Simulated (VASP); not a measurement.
# TmTaSe4 (P4/mmm) in VASP: notebook

TmTaSe4 is run at these levels: PBE; tasks: single point, relaxation of cell and atoms.

Program: VASP 6.6.1. These are calculated values, not measurements. Logs are shortened: lines on timing, memory, paths and dates and some standing lists are left out, and cuts for length are marked.

## 1. The cell of the first run

Symmetry: P4/mmm, No. 123, tetragonal system. The conventional cell has a = 4.569 Å, b = 4.569 Å, c = 6.468 Å, α = 90.00°, β = 90.00°, γ = 90.00°. Tm (site symmetry 4/mmm) has 8 Se at 2.81 Å within 3.7 Å. Within 3.7 Å of Ta (site symmetry 4/mmm) lie 8 Se at 2.79 Å. Within 3.7 Å of Se (site symmetry 2mm) lie 2 Ta at 2.79 Å and 2 Tm at 2.81 Å and 6 Se at 3.19 to 3.28 Å.

The cell was built from a structure type or drawn by symmetry, and may not be a known phase.

## 2. Single point, PBE

Input file INCAR:

```
  ALGO = Normal
  EDIFF = 1E-6
  ENCUT = 500
  GGA = PE
  GGA_COMPAT = F
  ISIF = 2
  ISMEAR = 0
  LASPH = T
  LCHARG = F
  LMAXMIX = 6
  LREAL = F
  LWAVE = F
  NBANDS = 31
  NELM = 200
  PREC = Accurate
  SIGMA = 0.1
```

Input file KPOINTS:

```
k-points
0
Gamma
  4 4 4
```

Input file POSCAR:

```
TmTaSe4
1.0
    4.5687395900      0.0000000000      0.0000000000
    0.0000000000      4.5687395900      0.0000000000
    0.0000000000      0.0000000000      6.4676328700
Tm Ta Se
1 1 4
Direct
    0.0000000000      0.0000000000      0.0000000000
    0.5000000000      0.5000000000      0.5000000000
    0.5000000000      0.0000000000      0.7464669900
    0.0000000000      0.5000000000      0.2535330100
    0.5000000000      0.0000000000      0.2535330100
    0.0000000000      0.5000000000      0.7464669900
```

Potentials or basis: VASP PAW PBE potentials, release 64 (Tm_3, Ta_pv, Se), 4f in core.

On the command line:

```console
$ cat potpaw_PBE.64/Tm_3/POTCAR potpaw_PBE.64/Ta_pv/POTCAR potpaw_PBE.64/Se/POTCAR > POTCAR
$ mpirun -np 1 vasp_std > vasp.out
```

OUTCAR:

```text
EDIFF = 1E-6
   ENCUT = 500
   GGA = PE
   ISIF = 2
   ISMEAR = 0
   LASPH = T
   LREAL = F
   NELM = 200
   PREC = Accurate

 ion  position               nearest neighbor table
   1  0.000  0.000  0.000-   3 2.81   4 2.81   5 2.81   6 2.81   4 2.81   6 2.81   3 2.81   5 2.81

   2  0.500  0.500  0.500-   3 2.79   4 2.79   5 2.79   6 2.79   3 2.79   5 2.79   4 2.79   6 2.79

   3  0.500  0.000  0.746-   2 2.79   2 2.79   1 2.81   1 2.81
   4  0.000  0.500  0.254-   2 2.79   2 2.79   1 2.81   1 2.81
   5  0.500  0.000  0.254-   2 2.79   2 2.79   1 2.81   1 2.81
   6  0.000  0.500  0.746-   2 2.79   2 2.79   1 2.81   1 2.81

  LATTYP: Found a simple tetragonal cell.
 ALAT       =     4.5687395900
 C/A-ratio  =     1.4156273831

  Lattice vectors:

 A1 = (   4.5687395900,   0.0000000000,   0.0000000000)
 A2 = (   0.0000000000,   4.5687395900,   0.0000000000)
 A3 = (   0.0000000000,   0.0000000000,   6.4676328700)

Analysis of symmetry for initial positions (statically):
=====================================================================
 Subroutine PRICEL returns:
 Original cell was already a primitive cell.

 Routine SETGRP: Setting up the symmetry group for a
 simple tetragonal supercell.

 Subroutine GETGRP returns: Found 16 space group operations
 (whereof 16 operations were pure point group operations)
 out of a pool of 16 trial point group operations.

The static configuration has the point symmetry D_4h.

Analysis of symmetry for dynamics (positions and initial velocities):
=====================================================================
 Subroutine PRICEL returns:
 Original cell was already a primitive cell.

 Routine SETGRP: Setting up the symmetry group for a
 simple tetragonal supercell.

 Subroutine GETGRP returns: Found 16 space group operations
 (whereof 16 operations were pure point group operations)
 out of a pool of 16 trial point group operations.

The dynamic configuration has the point symmetry D_4h.

 Subroutine INISYM returns: Found 16 space group operations
 (whereof 16 operations are pure point group operations),
 and found     1 'primitive' translations

----------------------------------------------------------------------------------------
[... 93 lines left out ...]
   NELM   =    200;   NELMIN=  2; NELMDL= -5     # of ELM steps
   EDIFF  = 0.1E-05   stopping-criterion for ELM
   LREAL  =      F    real-space projection
   EDIFFG = 0.1E-04   stopping-criterion for IOM
   NSW    =      0    number of steps for IOM
   IBRION =     -1    ionic relax: 0-MD 1-quasi-New 2-CG
   NFREE  =      0    steps in history (QN), initial steepest desc. (CG)
   ISIF   =      2    stress and relaxation
   ISYM   =      2    0-nonsym 1-usesym 2-fastsym
   POTIM  = 0.5000    time-step for ionic-motion
   TEBEG  =    0.0;   TEEND  =   0.0 temperature during run
   PSTRESS=    0.0 pullay stress
   NELECT =      44.0000    total number of electrons
   NUPDOWN=      -1.0000    fix difference up-down
   EMIN   =  10.00;   EMAX   =-10.00  energy-range for DOS
   EFERMI =   0.00;   METHOD = LEGACY
   ISMEAR =     0;   SIGMA  =   0.10  broadening in eV -4-tet -1-fermi 0-gaus
   EFERMI_NEDOS =   21; number of points for ismear=-14 and -15
   IALGO  =     38    algorithm
   IMIX   =      4    mixing-type and parameters
     AMIX     =   0.40;   BMIX     =  1.00
     AMIX_MAG =   1.60;   BMIX_MAG =  1.00
  volume/ion in A,a.u.               =      22.50       151.84
  Fermi-wavevector in a.u.,A,eV,Ry     =   1.126626  2.129014 17.269678  1.269286
  Thomas-Fermi vector in A             =   2.263308
   LORBIT       =      0    0 simple, 1 ext, 2 COOP (PROOUT), +10 PAW based schemes
   GGA     = PE    functional components
   LHFCALC =     F    Hartree Fock is set to
   AEXX    =    0.0000 exact exchange contribution
   IVDW    =     0    specifies the selected vdW correction
   LEPSILON=     F    determine dielectric tensor
   LRPA    =     F    only Hartree local field effects (RPA)
 non-spin polarized calculation
 Gauss-broadening in eV      SIGMA  =   0.10
  energy-cutoff  :      500.00
  volume of cell :      135.00
 maximum number of plane-waves:      3448
 NGX is ok and might be reduce to    36
   NGX = 17   NGY = 17   NGZ = 23

 number of electron      44.0000001 magnetization

 Free energy of the ion-electron system (eV)
  ---------------------------------------------------
  ext. energy  EPLUGINS =         0.00000000
  ---------------------------------------------------
  free energy    TOTEN  =       -34.79032772 eV

  energy without entropy =      -34.77617753  energy(sigma->0) =      -34.78325263

 E-fermi :   4.4871     XC(G=0): -10.1756

 val. band max:        4.4804013508   @ k =   0.5000   0.0000   0.2500
 cond. band min:       4.5164724073   @ k =   0.5000   0.0000   0.5000
 fundamental gap:      0.0360710565
 Fermi energy:         4.4870819628

 k-point     1 :       0.0000    0.0000    0.0000
  band No.  band energies     occupation
      1     -31.3204      2.00000
      2     -31.3204      2.00000
      3     -31.2868      2.00000
      4     -20.5914      2.00000
      5     -20.5843      2.00000
      6     -20.5843      2.00000
[... 601 lines left out ...]
     30       9.1487      0.00000
     31       9.1488      0.00000

------------------------ aborting loop because EDIFF is reached ----------------------------------------

  FORCE on cell =-STRESS in cart. coord.  units (eV):
  Direction    XX          YY          ZZ          XY          YZ          ZX
  --------------------------------------------------------------------------------------
  -------------------------------------------------------------------------------------
  Total        4.3237596      4.3237596      3.5188247      0.0000000      0.0000000      0.0000000
  in kB       51.3137738     51.3137738     41.7609191      0.0000000      0.0000000      0.0000000
  external PRESSURE =      48.1294889 kB  Pullay stress =       0.0000000 kB

 VOLUME and BASIS-vectors are now :
 -----------------------------------------------------------------------------
  energy-cutoff  :      500.00
  volume of cell :      135.00
      direct lattice vectors                 reciprocal lattice vectors
     4.568739590  0.000000000  0.000000000     0.218878748  0.000000000  0.000000000
     0.000000000  4.568739590  0.000000000     0.000000000  0.218878748  0.000000000
     0.000000000  0.000000000  6.467632870     0.000000000  0.000000000  0.154616074

 POSITION                                       TOTAL-FORCE (eV/Angst)
 -----------------------------------------------------------------------------------
      0.00000      0.00000      0.00000         0.000000     -0.000000      0.000000
      2.28437      2.28437      3.23382         0.000000     -0.000000      0.000000
      2.28437      0.00000      4.82787        -0.000000     -0.000000     -0.961561
      0.00000      2.28437      1.63976         0.000000      0.000000      0.961561
      2.28437      0.00000      1.63976        -0.000000     -0.000000      0.961561
      0.00000      2.28437      4.82787        -0.000000      0.000000     -0.961561
 -----------------------------------------------------------------------------------
    total drift:                                0.000000      0.000000      0.000000

  FREE ENERGIE OF THE ION-ELECTRON SYSTEM (eV)
  ---------------------------------------------------
  free  energy   TOTEN  =       -34.7903277224 eV

  energy  without entropy=      -34.7761775336  energy(sigma->0) =      -34.78325263
```

stdout:

```text
POSCAR found type information on POSCAR TmTaSe
 POSCAR found :  3 types and       6 ions
 scaLAPACK will be used
 LDA part: xc-table for (Slater+PW92), standard interpolation
 POSCAR, INCAR and KPOINTS ok, starting setup
 FFT: planning ... GRIDC
 FFT: planning ... GRID_SOFT
 FFT: planning ... GRID
 WAVECAR not read
 entering main loop
```

It took 42 s on 1 thread of Intel Xeon 6975P-C (Granite Rapids), shared host; peak memory 0.27 GiB.

What came out:

* Free energy: -34.7903 eV
* Pressure: 4.8 GPa
* Largest force: 0.962 eV/Å
* Band gap on the k mesh: zero (bands 22 and 23 overlap by 0.94 eV)

Forces in eV/Å, atoms in the order of the input:
```
Tm   0.000  0.000  0.000
Ta   0.000  0.000  0.000
Se   0.000  0.000 -0.962
Se   0.000  0.000  0.962
Se   0.000  0.000  0.962
Se   0.000  0.000 -0.962
```

Caveat: the cell stands under pressure; spin-orbit coupling is left out, which moves the levels of the heavy elements; the 4f electrons are frozen in the core, so they carry no moment and show no levels; the run has no spin polarisation, though such a crystal can be magnetic. Spin polarisation is off, so any magnetic state and its effect on volume and gap are missing.

## 3. Single point, PBE

This run uses another cell than the first one, of 23.64 Å³/atom.

Input file INCAR:

```
  PREC = Accurate
  ENCUT = 500
  EDIFF = 1E-6
  ISMEAR = 0
  SIGMA = 0.1
  LREAL = F
  LASPH = T
  NELM = 200
  ALGO = Normal
  ISIF = 2
  LWAVE = F
  LCHARG = F
  GGA = PE
  NBANDS = 31
  GGA_COMPAT = F
  LMAXMIX = 6
```

Input file KPOINTS:

```
Automatic mesh
0
Gamma
  4 4 4
```

Input file POSCAR:

```
TmTaSe4
1.0
    4.6285038187      0.0000000000      0.0000000000
    0.0000000000      4.6285038187      0.0000000000
    0.0000000000      0.0000000000      6.6204695499
Tm Ta Se
1 1 4
Direct
    0.0000000000      0.0000000000      0.0000000000
    0.5000000000      0.5000000000      0.5000000000
    0.5000000000      0.0000000000      0.7332945682
    0.0000000000      0.5000000000      0.2667054318
    0.5000000000      0.0000000000      0.2667054318
    0.0000000000      0.5000000000      0.7332945682
```

Potentials or basis: VASP PAW PBE potentials, release 64 (Tm_3, Ta_pv, Se), 4f in core.

On the command line:

```console
$ cat potpaw_PBE.64/Tm_3/POTCAR potpaw_PBE.64/Ta_pv/POTCAR potpaw_PBE.64/Se/POTCAR > POTCAR
$ mpirun -np 1 vasp_std > vasp.out
```

Wall time 44 s (1 thread of Intel Xeon 6975P-C (Granite Rapids), shared host); peak memory 0.28 GiB.

Results (log left out):

* Free energy: -35.0510 eV
* Pressure: 0.3 GPa
* Largest force: 0.006 eV/Å
* Band gap on the k mesh: zero (bands 22 and 23 overlap by 0.87 eV)

Forces on the atoms (eV/Å):
```
Tm   0.000  0.000  0.000
Ta   0.000  0.000  0.000
Se   0.000  0.000  0.006
Se   0.000  0.000 -0.006
Se   0.000  0.000 -0.006
Se   0.000  0.000  0.006
```

Stress tensor (GPa, compression positive):
```
0.30 0.00 0.00
0.00 0.30 0.00
0.00 0.00 0.44
```

Levels at points of the mesh, in eV from the Fermi level:
```csv
k point,band 20,band 21,band 22,band 23,band 24,band 25
"(0.00, 0.00, 0.00)",-0.37,-0.31,-0.31,-0.15,0.93,1.26
"(0.50, 0.00, 0.00)",-1.82,-0.95,-0.42,-0.07,1.09,2.25
"(0.50, 0.50, 0.00)",-0.42,-0.38,0.02,0.87,1.13,1.46
"(0.00, 0.00, 0.50)",-0.60,-0.54,-0.54,-0.11,-0.06,1.99
"(0.50, 0.00, 0.50)",-2.42,-1.94,-1.88,0.01,0.57,1.49
"(0.50, 0.50, 0.50)",-0.19,-0.03,0.68,0.69,0.92,1.88
```

Caveat: spin-orbit coupling is left out, which moves the levels of the heavy elements; the 4f electrons are frozen in the core, so they carry no moment and show no levels; the run has no spin polarisation, though such a crystal can be magnetic.

(Part 1 of 2 ends here.)
